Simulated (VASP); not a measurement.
## MgO (lda): single point with LDA

MgO (lda):

```
CELL_PARAMETERS angstrom
0.00000 2.05952 2.09308
2.05952 0.00000 2.09308
2.05952 2.05952 0.00000
ATOMIC_POSITIONS crystal
Mg 0.00000 0.00000 0.00000
O 0.50000 0.50000 0.50000
```

This cell differs from its parent crystal: strained cell.

```
Program             : VASP 6.6.1
Task                : single point
Functional          : LDA
Potentials or basis : VASP PAW LDA potentials, release 64 (Mg, O)
Cutoff              : 600 eV
k mesh              : 8 × 8 × 8
Occupations         : gaussian, width 0.02 eV
Spin                : no spin polarisation
```

```yaml
Pressure: 0.4 GPa
Band_gap_on_the_k_mesh: 5.15 eV, direct
```

Stress tensor (GPa, compression positive):
```
 1.73  0.00  0.00
 0.00  1.73  0.00
 0.00  0.00 -2.19
```

Levels at points of the mesh, in eV from the valence-band top:
| k point | band 1 | band 2 | band 3 | band 4 | band 5 | band 6 | band 7 | band 8 | band 9 |
| --- | --- | --- | --- | --- | --- | --- | --- | --- | --- |
| (0.00, 0.00, 0.00) | -17.30 | -0.03 | -0.03 | 0.00 | 5.15 | 15.67 | 15.85 | 15.85 | 19.95 |
| (0.50, 0.00, 0.00) | -15.81 | -4.95 | -0.77 | -0.73 | 8.03 | 12.95 | 16.32 | 16.70 | 21.30 |
| (0.50, 0.50, 0.00) | -15.55 | -4.43 | -1.42 | -1.42 | 9.03 | 10.27 | 13.27 | 19.52 | 19.52 |
| (0.50, 0.00, 0.50) | -15.50 | -4.37 | -1.54 | -1.44 | 8.86 | 10.23 | 13.49 | 19.16 | 19.50 |

Wall time 13 s on 1 thread of Intel Xeon 8259CL (shared host), peak memory 0.14 GiB.

Caveat: the cell differs from its parent crystal (strained cell).
